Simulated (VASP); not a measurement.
# CdS (P6_3mc) in VASP: a series of runs, part 2 of 2

VASP 6.6.1. Earlier steps stand in the parts before.

### Step 4. Relaxation of cell and atoms, PBEsol, target pressure 7 GPa, at which the enthalpy is minimised

Contents of INCAR:

```
PREC     = Accurate       # precision mode
ENCUT    = 600            # plane-wave cutoff, eV
EDIFF    = 1E-6           # SCF threshold, eV
ISMEAR   = 0              # smearing method
SIGMA    = 0.01           # smearing width, eV
LREAL    = F              # projectors in reciprocal space
LASPH    = T              # aspherical terms in the spheres
NELM     = 80             # most SCF steps
ALGO     = Normal         # electronic algorithm
ISIF     = 3              # what is computed and relaxed
LWAVE    = F              # write WAVECAR
LCHARG   = F              # write CHGCAR
GGA      = PS             # functional
IBRION   = 2              # ionic algorithm
NSW      = 100            # ionic steps
EDIFFG   = -0.002         # ionic threshold
PSTRESS  = 70.0
```

Contents of KPOINTS:

```
regular mesh
0
Gamma
  6 6 4
```

Contents of POSCAR:

```
CdS
1.0
    4.1238575649      0.0000000000      0.0000000000
   -2.0619287824      3.5713654128      0.0000000000
    0.0000000000      0.0000000000      6.7096909191
Cd S
2 2
Direct
    0.3333333333      0.6666666667     -0.0007769940
    0.6666666667      0.3333333333      0.4992230060
    0.3333333333      0.6666666667      0.3757769940
    0.6666666667      0.3333333333      0.8757769940
```

Potentials or basis: VASP PAW PBE potentials, release 64 (Cd, S).

Run with:

```bash
cat potpaw_PBE.64/Cd/POTCAR potpaw_PBE.64/S/POTCAR > POTCAR
mpirun -np 1 vasp_std > vasp.out
```

OUTCAR:

```text
PREC = Accurate
   ENCUT = 600
   EDIFF = 1E-6
   ISMEAR = 0
   LREAL = F
   LASPH = T
   NELM = 80
   ISIF = 3
   GGA = PS
   IBRION = 2
   NSW = 100
   EDIFFG = -0.002
   PSTRESS = 70.0

 ion  position               nearest neighbor table
   1  0.333  0.667  0.999-   4 2.52   4 2.52   4 2.52   3 2.53
   2  0.667  0.333  0.499-   3 2.52   3 2.52   3 2.52   4 2.53
   3  0.333  0.667  0.376-   2 2.52   2 2.52   2 2.52   1 2.53
   4  0.667  0.333  0.876-   1 2.52   1 2.52   1 2.52   2 2.53

  LATTYP: Found a hexagonal cell.
 ALAT       =     4.1238575649
 C/A-ratio  =     1.6270423538

  Lattice vectors:

 A1 = (   4.1238575649,   0.0000000000,   0.0000000000)
 A2 = (  -2.0619287824,   3.5713654128,   0.0000000000)
 A3 = (   0.0000000000,   0.0000000000,   6.7096909191)

Analysis of symmetry for initial positions (statically):
=====================================================================
 Subroutine PRICEL returns:
 Original cell was already a primitive cell.

 Routine SETGRP: Setting up the symmetry group for a
 hexagonal supercell.

 Subroutine GETGRP returns: Found 12 space group operations
 (whereof  6 operations were pure point group operations)
 out of a pool of 24 trial point group operations.

The static configuration has the point symmetry C_3v.
 The point group associated with its full space group is C_6v.

Analysis of symmetry for dynamics (positions and initial velocities):
=====================================================================
 Subroutine PRICEL returns:
 Original cell was already a primitive cell.

 Routine SETGRP: Setting up the symmetry group for a
 hexagonal supercell.

 Subroutine GETGRP returns: Found 12 space group operations
 (whereof  6 operations were pure point group operations)
 out of a pool of 24 trial point group operations.

The dynamic configuration has the point symmetry C_3v.
 The point group associated with its full space group is C_6v.

 Subroutine INISYM returns: Found 12 space group operations
 (whereof  6 operations are pure point group operations),
 and found     1 'primitive' translations

----------------------------------------------------------------------------------------

                                     Primitive cell

  volume of cell :      98.8190

  direct lattice vectors                    reciprocal lattice vectors
     4.123857565  0.000000000  0.000000000     0.242491401  0.140002476  0.000000000
    -2.061928782  3.571365413  0.000000000     0.000000000  0.280004952  0.000000000
     0.000000000  0.000000000  6.709690919     0.000000000  0.000000000  0.149038162

  length of vectors
     4.123857565  4.123857565  6.709690919     0.280004952  0.280004952  0.149038162

  position of ions in fractional coordinates (direct lattice)
     0.333333333  0.666666667  0.999223006
     0.666666667  0.333333333  0.499223006
     0.333333333  0.666666667  0.375776994
     0.666666667  0.333333333  0.875776994

  ion indices of the primitive-cell ions
   primitive index   ion index
                 1           1
                 2           2
                 3           3
[... 52 lines left out ...]
   number of dos      NEDOS =    301   number of ions     NIONS =      4
   total plane-waves  NPLWV =  69984
   dimension x,y,z NGX =    36 NGY =   36 NGZ =   54
   dimension x,y,z NGXF=    72 NGYF=   72 NGZF=  108
   ions per type =               2   2
   NGX,Y,Z   is equivalent  to a cutoff of  14.51, 14.51, 13.38 a.u.
   NGXF,Y,Z  is equivalent  to a cutoff of  29.03, 29.03, 26.76 a.u.
 SYSTEM =  unknown system
   PREC   = accura    normal or accurate (medium, high low for compatibility)
   ISTART =      0    job   : 0-new  1-cont  2-samecut
   ICHARG =      2    charge: 1-file 2-atom 10-const
   ISPIN  =      1    spin polarized calculation?
   LNONCOLLINEAR =      F non collinear calculations
   LSORBIT =      F    spin-orbit coupling
   LASPH  =      T    aspherical Exc in radial PAW
   ENCUT  =  600.0 eV  44.10 Ry    6.64 a.u.   8.24  8.24 13.40*2*pi/ulx,y,z
   NELM   =     80;   NELMIN=  2; NELMDL= -5     # of ELM steps
   EDIFF  = 0.1E-05   stopping-criterion for ELM
   LREAL  =      F    real-space projection
   EDIFFG = -.2E-02   stopping-criterion for IOM
   NSW    =    100    number of steps for IOM
   IBRION =      2    ionic relax: 0-MD 1-quasi-New 2-CG
   NFREE  =      1    steps in history (QN), initial steepest desc. (CG)
   ISIF   =      3    stress and relaxation
   ISYM   =      2    0-nonsym 1-usesym 2-fastsym
   POTIM  = 0.5000    time-step for ionic-motion
   TEBEG  =    0.0;   TEEND  =   0.0 temperature during run
   PSTRESS=   70.0 pullay stress
   NELECT =      36.0000    total number of electrons
   NUPDOWN=      -1.0000    fix difference up-down
   EMIN   =  10.00;   EMAX   =-10.00  energy-range for DOS
   EFERMI =   0.00;   METHOD = LEGACY
   ISMEAR =     0;   SIGMA  =   0.01  broadening in eV -4-tet -1-fermi 0-gaus
   EFERMI_NEDOS =   21; number of points for ismear=-14 and -15
   IALGO  =     38    algorithm
   IMIX   =      4    mixing-type and parameters
     AMIX     =   0.40;   BMIX     =  1.00
     AMIX_MAG =   1.60;   BMIX_MAG =  1.00
  volume/ion in A,a.u.               =      24.70       166.72
  Fermi-wavevector in a.u.,A,eV,Ry     =   1.169218  2.209502 18.600128  1.367071
  Thomas-Fermi vector in A             =   2.305694
   LORBIT       =      0    0 simple, 1 ext, 2 COOP (PROOUT), +10 PAW based schemes
   GGA     = PS    functional components
   LHFCALC =     F    Hartree Fock is set to
   AEXX    =    0.0000 exact exchange contribution
   IVDW    =     0    specifies the selected vdW correction
   LEPSILON=     F    determine dielectric tensor
   LRPA    =     F    only Hartree local field effects (RPA)
 conjugate gradient relaxation of ions
 non-spin polarized calculation
 Gauss-broadening in eV      SIGMA  =   0.01
  energy-cutoff  :      600.00
  volume of cell :       98.82
 maximum number of plane-waves:      3318
 NGX is ok and might be reduce to    36
   NGX = 17   NGY = 17   NGZ = 27

--------------------------------------- Ionic step        1  -------------------------------------------

 number of electron      36.0000002 magnetization

 Free energy of the ion-electron system (eV)
  ---------------------------------------------------
  ext. energy  EPLUGINS =         0.00000000
  ---------------------------------------------------
  free energy    TOTEN  =       -13.63041374 eV

  energy without entropy =      -13.63041374  energy(sigma->0) =      -13.63041374

------------------------ aborting loop because EDIFF is reached ----------------------------------------

  FORCE on cell =-STRESS in cart. coord.  units (eV):
  Direction    XX          YY          ZZ          XY          YZ          ZX
  --------------------------------------------------------------------------------------
  -------------------------------------------------------------------------------------
  Total        0.2398093      0.2398093      0.2270931      0.0000000      0.0000000      0.0000000
  in kB        3.8880886      3.8880886      3.6819168      0.0000000      0.0000000      0.0000000
  external PRESSURE =     -66.1806353 kB  Pullay stress =      70.0000000 kB
[... 27 lines left out ...]
--------------------------------------- Ionic step        2  -------------------------------------------

 number of electron      36.0000001 magnetization

 E-fermi :   2.7950     XC(G=0): -10.1213

 val. band max:        2.7043643893   @ k =   0.0000   0.0000   0.0000
 cond. band min:       4.1229491840   @ k =   0.0000   0.0000   0.0000
 fundamental gap:      1.4185847947
 Fermi energy:         2.7949822204

 k-point     1 :       0.0000    0.0000    0.0000
  band No.  band energies     occupation
      1     -10.7961      2.00000
      2     -10.1827      2.00000
      3      -5.7501      2.00000
      4      -5.7394      2.00000
      5      -5.7394      2.00000
      6      -5.6158      2.00000
[... 589 lines left out ...]
  energy  without entropy=      -13.4580438449  energy(sigma->0) =      -13.45804384

  enthalpy is  TOTEN    =        -9.4949665110 eV   P V=        3.9630773339

[... ionic steps 4 to 12 ...]

--------------------------------------- Ionic step       13  -------------------------------------------

 number of electron      36.0000001 magnetization

------------------------ aborting loop because EDIFF is reached ----------------------------------------
[... 75 lines left out ...]
--------------------------------------- Ionic step       15  -------------------------------------------

 number of electron      36.0000001 magnetization

 Free energy of the ion-electron system (eV)
  ---------------------------------------------------
  ext. energy  EPLUGINS =         0.00000000
  ---------------------------------------------------
  free energy    TOTEN  =       -13.45558556 eV

  energy without entropy =      -13.45558556  energy(sigma->0) =      -13.45558556

 E-fermi :   2.0999     XC(G=0):  -9.8022

 val. band max:        2.0424503420   @ k =   0.0000   0.0000   0.0000
 cond. band min:       3.3229510924   @ k =   0.0000   0.0000   0.0000
 fundamental gap:      1.2805007504
 Fermi energy:         2.0999180182

 k-point     1 :       0.0000    0.0000    0.0000
  band No.  band energies     occupation
      1     -10.9589      2.00000
      2     -10.4205      2.00000
      3      -6.0647      2.00000
      4      -6.0510      2.00000
      5      -6.0510      2.00000
      6      -5.9435      2.00000
[... 549 lines left out ...]
  energy  without entropy=      -13.4555855608  energy(sigma->0) =      -13.45558556

  enthalpy is  TOTEN    =        -9.4950288770 eV   P V=        3.9605566838

 reached required accuracy - stopping structural energy minimisation
```

Wall time 11 min (1 thread of Intel Xeon 8259CL, shared host); peak memory 0.29 GiB.

Results:

```
Free energy                                                : -13.4556 eV
Relaxed volume                                             : 22.66 Å³/atom
Relaxed cell                                               : a = 4.004 Å, b = 4.004 Å, c = 6.528 Å, α = 90.00°, β = 90.00°, γ = 120.00°
Space group after relaxing (to 0.1 Å)                      : P6_3mc (No. 186)
Energy change on relaxing (the run minimises the enthalpy) : +43.7 meV/atom
Ionic steps                                                : 15
Pressure after relaxing                                    : 7.0 GPa
Band gap on the k mesh                                     : 1.28 eV
```

Step by step:
```csv
step,energy change (eV),largest force (eV/Å),pressure (GPa),volume (Å³)
1,0.0000,0.0023,0.38,98.82
2,0.5408,0.0169,13.87,84.93
3,0.1724,0.0091,6.92,90.71
4,0.1793,0.0092,7.10,90.55
5,0.1719,0.0036,6.93,90.72
6,0.1746,0.0059,6.95,90.66
7,0.1759,0.0067,7.00,90.63
8,0.1757,0.0061,7.04,90.63
9,0.1751,0.0057,7.01,90.65
10,0.1749,0.0054,7.02,90.65
11,0.1748,0.0053,7.01,90.65
12,0.1747,0.0054,7.00,90.66
13,0.1747,0.0054,7.00,90.65
14,0.1747,0.0041,6.99,90.65
15,0.1748,0.0016,7.00,90.65
```

Final structure:
```
CELL_PARAMETERS angstrom
4.00444 0.00000 0.00000
-2.00222 3.46795 0.00000
0.00000 0.00000 6.52760
ATOMIC_POSITIONS crystal
Cd 0.33333 0.66667 0.99959
Cd 0.66667 0.33333 0.49959
S 0.33333 0.66667 0.37541
S 0.66667 0.33333 0.87541
```

Caveat: the cell is relaxed towards a set pressure, so the run minimises the enthalpy, not the energy; the PAW data sets were made with another functional, which shifts forces and pressure a little.

### Step 5. Overview

| cell | gap on the mesh (eV) | pressure (GPa) |
| --- | --- | --- |
| relaxed to 2 GPa | 1.15 | 2.0 |
| relaxed to 4 GPa | 1.21 | 4.0 |
| relaxed to 7 GPa | 1.28 | 7.0 |

Alike in all rows: task relaxation of cell and atoms; level PBEsol; potentials or basis VASP PAW PBE potentials, release 64 (Cd, S); no spin polarisation; k mesh 6 × 6 × 4; cutoff (eV) 600; smearing gaussian 0.01 eV.

Caveats: the cell is relaxed towards a set pressure, so the run minimises the enthalpy, not the energy; the PAW data sets were made with another functional, which shifts forces and pressure a little.

Total energies depend on the potentials used, so only differences within one code and one set of settings carry meaning.
